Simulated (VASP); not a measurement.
SnTe2:

```
Sn Te
1.0
     6.95857    0.00000    0.00000
     0.00000    6.95857    0.00000
     0.00000    0.00000    4.41791
Sn Te
2 4
Direct
  0.00000 0.00000 0.00000
  0.50000 0.50000 0.50000
  0.30235 0.30235 0.00000
  0.19765 0.80235 0.50000
  0.80235 0.19765 0.50000
  0.69765 0.69765 0.00000
```

Base run:

| Property | Result |
| --- | --- |
| Program | VASP 6.6.1 |
| Functional | PBE |
| Potentials or basis | VASP PAW PBE potentials, release 64 (Sn_d, Te) |
| Cutoff | 520 eV |
| k mesh | 4 × 4 × 4, shifted |
| Occupations | fermi-dirac, width 0.02 eV |
| Spin | no spin polarisation |

Its results: pressure 1.0 GPa; largest force 0.049 eV/Å.

Task: The run is repeated on the same cell with these changes: functional from PBE to PBE-based screened hybrid with 40 % exact exchange; k mesh from 4 × 4 × 4, shifted to 2 × 2 × 4, through Γ. What comes out?

Result: Pressure -2.0 GPa; largest force 0.390 eV/Å.

Several settings changed at once.

Caveats: some runs use coarse meshes; the PAW data sets were made with another functional, which shifts forces and pressure a little (at least some runs).
